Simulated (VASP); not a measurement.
A run of VASP 6.6.1:

The input INCAR:

```
SYSTEM = SrO
PREC = Accurate
ENCUT = 520
EDIFF = 1E-8
ISMEAR = -1
SIGMA = 0.03
LREAL = .FALSE.
LASPH = .TRUE.
NELM = 60
ALGO = Normal
ISIF = 2
LWAVE = .FALSE.
LCHARG = .FALSE.
GGA = PE
LEFG = .TRUE.
NBANDS = 15
```

Contents of KPOINTS:

```
Automatic mesh
0
G
  4 4 4
  0 0 0
```

POSCAR

```
SrO
1.0
    0.0000000000      2.5698000000      2.5698000000
    2.5698000000      0.0000000000      2.5698000000
    2.5698000000      2.5698000000      0.0000000000
Sr O
1 1
Direct
    0.0000000000      0.0000000000      0.0000000000
    0.5000000000      0.5000000000      0.5000000000
```

Potentials or basis: VASP PAW PBE potentials, release 64 (Sr_sv, O).

The run is started by

```sh
$ cat potpaw_PBE.64/Sr_sv/POTCAR potpaw_PBE.64/O/POTCAR > POTCAR
$ mpirun -np 1 vasp_std > vasp.out
```

Hardware: 1 thread of AMD EPYC 7R13, on a shared host.

Q: Estimate the wall time of this run.

A: Run time: 5.2 s on 1 thread of AMD EPYC 7R13, on a shared host, peak memory 0.15 GiB. Counts: scf iterations 16, k points 8.
